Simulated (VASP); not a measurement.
# MnS (Fm-3m) in VASP: a series of runs

MnS is run at these levels: PBEsol+U, PBEsol; tasks: density of states, vibrations by perturbation theory.

Program: VASP 6.6.1. These are calculated values, not measurements. Logs are shortened: lines on timing, memory, paths and dates and some standing lists are left out, and cuts for length are marked.

## Step 1: The cell of the first run

The structure is cubic, space group Fm-3m (No. 225). Conventional cell: a = 5.209 Å, b = 5.209 Å, c = 5.209 Å, α = 90.00°, β = 90.00°, γ = 90.00°. Within 3.4 Å of Mn (site symmetry m-3m) lie 6 S at 2.60 Å. Within 3.4 Å of S (site symmetry m-3m) lie 6 Mn at 2.60 Å.

## Step 2: Density of states, PBEsol+U, collinear spin, ferromagnetic start

Contents of POSCAR:

```
MnS
1.0
    0.0000000000      2.6045000000      2.6045000000
    2.6045000000      0.0000000000      2.6045000000
    2.6045000000      2.6045000000      0.0000000000
Mn S
1 1
Direct
    0.0000000000      0.0000000000      0.0000000000
    0.5000000000      0.5000000000      0.5000000000
```

Contents of INCAR.step1:

```
SYSTEM = MnS
ALGO = Normal ; EDIFF = 1E-6
ENCUT = 520 ; GGA = PS
ISIF = 2 ; ISMEAR = -1
ISPIN = 2 ; LASPH = .TRUE.
LCHARG = .TRUE. ; LDAU = .TRUE.
LDAUJ = 0 0 ; LDAUL = 2 -1
LDAUPRINT = 1 ; LDAUTYPE = 2
LDAUU = 6 0 ; LMAXMIX = 4
LREAL = .FALSE. ; LWAVE = .FALSE.
MAGMOM = 4 0 ; NBANDS = 20
NELM = 150 ; PREC = Accurate
SIGMA = 0.05
```

Contents of KPOINTS.step1:

```
k-points
0
G
  9 9 9
  0 0 0
```

Contents of INCAR.step2:

```
SYSTEM = MnS
ALGO = Normal ; EDIFF = 1E-6
ENCUT = 520 ; GGA = PS
ICHARG = 11 ; ISIF = 2
ISMEAR = -5 ; ISPIN = 2
LASPH = .TRUE. ; LCHARG = .FALSE.
LDAU = .TRUE. ; LDAUJ = 0 0
LDAUL = 2 -1 ; LDAUPRINT = 1
LDAUTYPE = 2 ; LDAUU = 6 0
LMAXMIX = 4 ; LORBIT = 11
LREAL = .FALSE. ; LWAVE = .FALSE.
MAGMOM = 4 0 ; NBANDS = 20
NEDOS = 2001 ; NELM = 150
PREC = Accurate ; SIGMA = 0.05
```

Contents of KPOINTS.step2:

```
k-points
0
G
  14 14 14
  0 0 0
```

Potentials or basis: VASP PAW PBE potentials, release 64 (Mn_pv, S).

The run is started by

```sh
$ cat potpaw_PBE.64/Mn_pv/POTCAR potpaw_PBE.64/S/POTCAR > POTCAR
$ cp INCAR.step1 INCAR
$ cp KPOINTS.step1 KPOINTS
$ mpirun -np 1 vasp_std > vasp.out
$ cp INCAR.step2 INCAR
$ cp KPOINTS.step2 KPOINTS
$ mpirun -np 1 vasp_std > vasp.out
```

OUTCAR:

```text
SYSTEM = MnS
   EDIFF = 1E-6
   ENCUT = 520
   GGA = PS
   ICHARG = 11
   ISIF = 2
   ISMEAR = -5
   ISPIN = 2
   LASPH = .TRUE.
   LORBIT = 11
   LREAL = .FALSE.
   NELM = 150
   PREC = Accurate

 ion  position               nearest neighbor table
   1  0.000  0.000  0.000-   2 2.60   2 2.60   2 2.60   2 2.60   2 2.60   2 2.60
   2  0.500  0.500  0.500-   1 2.60   1 2.60   1 2.60   1 2.60   1 2.60   1 2.60

  LATTYP: Found a face centered cubic cell.
 ALAT       =     5.2090000000

  Lattice vectors:

 A1 = (   0.0000000000,   2.6045000000,   2.6045000000)
 A2 = (   2.6045000000,   0.0000000000,   2.6045000000)
 A3 = (   2.6045000000,   2.6045000000,   0.0000000000)

Analysis of symmetry for initial positions (statically):
=====================================================================
 Subroutine PRICEL returns:
 Original cell was already a primitive cell.

 Routine SETGRP: Setting up the symmetry group for a
 face centered cubic supercell.

 Subroutine GETGRP returns: Found 48 space group operations
 (whereof 48 operations were pure point group operations)
 out of a pool of 48 trial point group operations.

The static configuration has the point symmetry O_h .

Analysis of symmetry for dynamics (positions and initial velocities):
=====================================================================
 Subroutine PRICEL returns:
 Original cell was already a primitive cell.

 Routine SETGRP: Setting up the symmetry group for a
 face centered cubic supercell.

 Subroutine GETGRP returns: Found 48 space group operations
 (whereof 48 operations were pure point group operations)
 out of a pool of 48 trial point group operations.

The dynamic configuration has the point symmetry O_h .

Analysis of structural, dynamic, and magnetic symmetry:
=====================================================================
 Subroutine PRICEL returns:
 Original cell was already a primitive cell.

[... 173 lines left out ...]
  o =  0.0124  v =  0.0000  0.0000  0.0000  0.0000  0.0000 -0.0000  0.0093  0.0000  1.0000  0.0000      0.0000  0.0000  0.0000  0.0000  0.0000  0.0000  0.0000  0.0000  0.0000  0.0000
  o =  0.0124  v =  0.0000  0.0000  0.0000  0.0000  0.0000 -1.0000 -0.0000 -0.0000 -0.0000  0.0000      0.0000  0.0000  0.0000  0.0000  0.0000  0.0000  0.0000  0.0000  0.0000  0.0000
  o =  0.0630  v =  0.0000  0.0000  0.0000  0.0000  0.0000  0.0000  0.0000 -0.0000 -0.0000  1.0000      0.0000  0.0000  0.0000  0.0000  0.0000  0.0000  0.0000  0.0000  0.0000  0.0000
  o =  0.0630  v =  0.0000  0.0000  0.0000  0.0000  0.0000 -0.0000 -0.0000  1.0000 -0.0000  0.0000      0.0000  0.0000  0.0000  0.0000  0.0000  0.0000  0.0000  0.0000  0.0000  0.0000
  o =  0.9395  v =  0.0000 -0.8064 -0.0000 -0.5913 -0.0000  0.0000  0.0000  0.0000  0.0000  0.0000      0.0000  0.0000  0.0000  0.0000  0.0000  0.0000  0.0000  0.0000  0.0000  0.0000
  o =  0.9395  v =  0.0000  0.5913  0.0000 -0.8064  0.0000  0.0000  0.0000  0.0000  0.0000  0.0000      0.0000  0.0000  0.0000  0.0000  0.0000  0.0000  0.0000  0.0000  0.0000  0.0000
  o =  0.9395  v =  1.0000  0.0000  0.0000  0.0000  0.0000  0.0000  0.0000  0.0000  0.0000  0.0000      0.0000  0.0000  0.0000  0.0000  0.0000  0.0000  0.0000  0.0000  0.0000  0.0000
  o =  0.9620  v =  0.0000 -0.0000 -0.0000  0.0000  1.0000  0.0000  0.0000  0.0000  0.0000  0.0000      0.0000  0.0000  0.0000  0.0000  0.0000  0.0000  0.0000  0.0000  0.0000  0.0000
  o =  0.9620  v =  0.0000 -0.0000  1.0000  0.0000  0.0000  0.0000  0.0000  0.0000  0.0000  0.0000      0.0000  0.0000  0.0000  0.0000  0.0000  0.0000  0.0000  0.0000  0.0000  0.0000

 number of electron      18.9999989 magnetization       5.0000069

 Free energy of the ion-electron system (eV)
  ---------------------------------------------------
  ext. energy  EPLUGINS =         0.00000000
  ---------------------------------------------------
  free energy    TOTEN  =       -13.27552952 eV

  energy without entropy =      -13.27552952  energy(sigma->0) =      -13.27552952

 E-fermi :   6.1602     XC(G=0): -10.7664

 val. band max:        6.1315728161   @ k =   0.5000   0.0000   0.0000
 cond. band min:       7.2654664181   @ k =   0.5000   0.5000   0.0000
 fundamental gap:      1.1338936021
 Fermi energy:         6.1602289790

 spin component 1

 k-point     1 :       0.0000    0.0000    0.0000
  band No.  band energies     occupation
      1     -44.2125      1.00000
      2     -44.2125      1.00000
      3     -44.2125      1.00000
      4      -7.7933      1.00000
      5       0.5233      1.00000
      6       0.5233      1.00000
[... 1097 lines left out ...]
     19      20.7440      0.00000
     20      23.3556      0.00000

 [... further k-points ...]

------------------------ aborting loop because EDIFF is reached ----------------------------------------

  FORCE on cell =-STRESS in cart. coord.  units (eV):
  Direction    XX          YY          ZZ          XY          YZ          ZX
  --------------------------------------------------------------------------------------
  -------------------------------------------------------------------------------------
  Total        0.4293713      0.4293713      0.4293713      0.0000000     -0.0000000      0.0000000
  in kB       19.4688585     19.4688585     19.4688585      0.0000000     -0.0000000      0.0000000
  external PRESSURE =      19.4688585 kB  Pullay stress =       0.0000000 kB

 VOLUME and BASIS-vectors are now :
 -----------------------------------------------------------------------------
  energy-cutoff  :      520.00
  volume of cell :       35.33
      direct lattice vectors                 reciprocal lattice vectors
     0.000000000  2.604500000  2.604500000    -0.191975427  0.191975427  0.191975427
     2.604500000  0.000000000  2.604500000     0.191975427 -0.191975427  0.191975427
     2.604500000  2.604500000  0.000000000     0.191975427  0.191975427 -0.191975427

 POSITION                                       TOTAL-FORCE (eV/Angst)
 -----------------------------------------------------------------------------------
      0.00000      0.00000      0.00000         0.000000      0.000000      0.000000
      2.60450      2.60450      2.60450         0.000000      0.000000     -0.000000
 -----------------------------------------------------------------------------------
    total drift:                               -0.000000      0.000000      0.000000

  FREE ENERGIE OF THE ION-ELECTRON SYSTEM (eV)
  ---------------------------------------------------
  free  energy   TOTEN  =       -13.2755295194 eV

  energy  without entropy=      -13.2755295194  energy(sigma->0) =      -13.27552952

 total charge

# of ion       s       p       d       tot
------------------------------------------
    1        0.223   6.177   4.888  11.289
    2        1.315   2.449   0.000   3.764
--------------------------------------------------
tot          1.538   8.627   4.888  15.053

 magnetization (x)

# of ion       s       p       d       tot
------------------------------------------
    1        0.046   0.038   4.568   4.652
    2        0.017   0.036   0.000   0.053
--------------------------------------------------
tot          0.062   0.074   4.568   4.704
```

OUTCAR.step1:

```text
SYSTEM = MnS
   EDIFF = 1E-6
   ENCUT = 520
   GGA = PS
   ISIF = 2
   ISMEAR = -1
   ISPIN = 2
[... 1382 lines left out ...]
      0.00000      0.00000      0.00000        -0.000000      0.000000     -0.000000
      2.60450      2.60450      2.60450         0.000000     -0.000000      0.000000
 -----------------------------------------------------------------------------------
    total drift:                               -0.000000      0.000000      0.000000

  FREE ENERGIE OF THE ION-ELECTRON SYSTEM (eV)
  ---------------------------------------------------
  free  energy   TOTEN  =       -13.2753860170 eV

  energy  without entropy=      -13.2753858265  energy(sigma->0) =      -13.27538592
```

Wall time 94 s (1 thread of AMD EPYC 9R45 (Zen 5), shared host); peak memory 0.21 GiB.

Results:

```
Net moment                                            : 5.00 μB per cell
Site moments                                          : Mn +4.65; S +0.05 μB
Valence electrons inside the program's atomic spheres : Mn 11.29; S 3.76
```

Eigenvalues of the final occupation matrices:
| site | spin | trace | eigenvalues |
| --- | --- | --- | --- |
| site 1 d | 1 | 4.74 | 0.94 0.94 0.94 0.96 0.96 |
| site 1 d | 2 | 0.16 | 0.01 0.01 0.01 0.06 0.06 |

Caveat: the PAW data sets were made with another functional, which shifts forces and pressure a little; a cell with one magnetic atom can't hold antiferromagnetic order, which such compounds often take. The state reached can hang on the start; a lower one may exist.

## Step 3: Density of states, PBEsol+U, collinear spin, ferromagnetic start

POSCAR is that of step 2.

Contents of INCAR.step1:

```
SYSTEM = MnS
PREC = Accurate
ENCUT = 520
EDIFF = 1E-7
ISMEAR = -1
SIGMA = 0.05
LREAL = .FALSE.
LASPH = .TRUE.
NELM = 150
ALGO = Normal
ISIF = 2
LWAVE = .FALSE.
LCHARG = .TRUE.
ISPIN = 2
MAGMOM = 4 0
LMAXMIX = 4
LDAU = .TRUE.
LDAUTYPE = 2
LDAUL = 2 -1
LDAUU = 8 0
LDAUJ = 0 0
LDAUPRINT = 1
GGA = PS
NBANDS = 20
```

Contents of KPOINTS.step1:

```
Automatic mesh
0
G
  9 9 9
  0 0 0
```

Contents of INCAR.step2:

```
SYSTEM = MnS
PREC = Accurate
ENCUT = 520
EDIFF = 1E-7
ISMEAR = -5
SIGMA = 0.05
LREAL = .FALSE.
LASPH = .TRUE.
NELM = 150
ALGO = Normal
ISIF = 2
LWAVE = .FALSE.
LCHARG = .FALSE.
ISPIN = 2
MAGMOM = 4 0
LORBIT = 10
LMAXMIX = 4
LDAU = .TRUE.
LDAUTYPE = 2
LDAUL = 2 -1
LDAUU = 8 0
LDAUJ = 0 0
LDAUPRINT = 1
GGA = PS
NBANDS = 20
NEDOS = 1001
ICHARG = 11
```

Contents of KPOINTS.step2:

```
Automatic mesh
0
G
  14 14 14
  0 0 0
```

Potentials or basis: VASP PAW PBE potentials, release 64 (Mn_pv, S).

The run is started by

```sh
$ cat potpaw_PBE.64/Mn_pv/POTCAR potpaw_PBE.64/S/POTCAR > POTCAR
$ cp INCAR.step1 INCAR
$ cp KPOINTS.step1 KPOINTS
$ mpirun -np 1 vasp_std > vasp.out
$ cp INCAR.step2 INCAR
$ cp KPOINTS.step2 KPOINTS
$ mpirun -np 1 vasp_std > vasp.out
```

Wall time 90 s (1 thread of AMD EPYC 9R45 (Zen 5), shared host); peak memory 0.21 GiB.

It converged, with:

```yaml
Net_moment: 5.00 μB per cell
Site_moments: Mn +4.71; S +0.03 μB
Valence_electrons_inside_the_program's_atomic_spheres: Mn 11.29; S 3.77
```

Levels at points of the mesh, in eV from the valence-band top:
Spin up:
| k point | band 8 | band 9 | band 10 | band 11 | band 12 | band 13 | band 14 | band 15 | band 16 | band 17 |
| --- | --- | --- | --- | --- | --- | --- | --- | --- | --- | --- |
| (0.00, 0.00, 0.00) | -6.19 | -6.19 | -0.95 | -0.95 | -0.95 | 2.34 | 8.56 | 8.56 | 8.56 | 11.00 |
| (0.50, 0.00, 0.00) | -5.87 | -5.87 | -4.59 | 0.00 | 0.00 | 3.37 | 5.95 | 5.95 | 9.15 | 12.19 |
| (0.50, 0.50, 0.00) | -5.76 | -5.21 | -5.20 | -2.65 | -2.65 | 1.34 | 5.16 | 10.86 | 12.53 | 12.53 |
Spin down:
```
           k point  band 3  band 4  band 5  band 6  band 7  band 8  band 9  band 10  band 11  band 12
(0.00, 0.00, 0.00)  -45.20  -13.46   -0.80   -0.80   -0.80    3.38    3.73     3.73     3.73     3.98
(0.50, 0.00, 0.00)  -45.21  -12.12   -5.58   -1.92   -1.92    3.92    5.45     5.53     5.53     6.86
(0.50, 0.50, 0.00)  -45.21  -11.86   -4.85   -2.38   -2.38    1.72    2.85     4.67     5.87     5.93
```

Eigenvalues of the final occupation matrices:
```tsv
site	spin	trace	eigenvalues
site 1 d	1	4.77	0.95 0.95 0.95 0.97 0.97
site 1 d	2	0.14	0.01 0.01 0.01 0.05 0.05
```

Caveat: the PAW data sets were made with another functional, which shifts forces and pressure a little; a cell with one magnetic atom can't hold antiferromagnetic order, which such compounds often take. The state reached can hang on the start; a lower one may exist.

(Part 1 of 2 ends here.)
